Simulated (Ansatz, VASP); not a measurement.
# Two plane-wave programs on Sr

```
Sr
1.0
     4.31188    0.00000    0.00000
    -2.15594    3.73420    0.00000
     0.00000    0.00000    7.10530
Sr
2
Direct
  0.33333 0.66667 0.25000
  0.66667 0.33333 0.75000
```

Alike in both runs: functional r2SCAN; k mesh 10 × 10 × 6; occupations fermi-dirac, width 0.1 eV; no spin polarisation.

Ansatz relaxed the structure, and its values are those at the end. VASP's run is a single point on that final structure, the one shown.

```csv
,VASP,Ansatz
version,VASP 6.6.1,Ansatz 0.2.0
potentials or method,"VASP PAW PBE potentials, release 64 (Sr_sv)","PAW with Ansatz's default frozen-core files, scalar-relativistic"
plane-wave cutoff (eV),520,500
valence electrons in the cell,20,20
```

|  | VASP | Ansatz | Ansatz less VASP |
| --- | --- | --- | --- |
| pressure (GPa) | 0.0 | 0.0 | -0.01 |

VASP's potentials were made for PBE, not for r2SCAN. With one functional, cell and mesh, what is left measures potentials, basis and numerics.
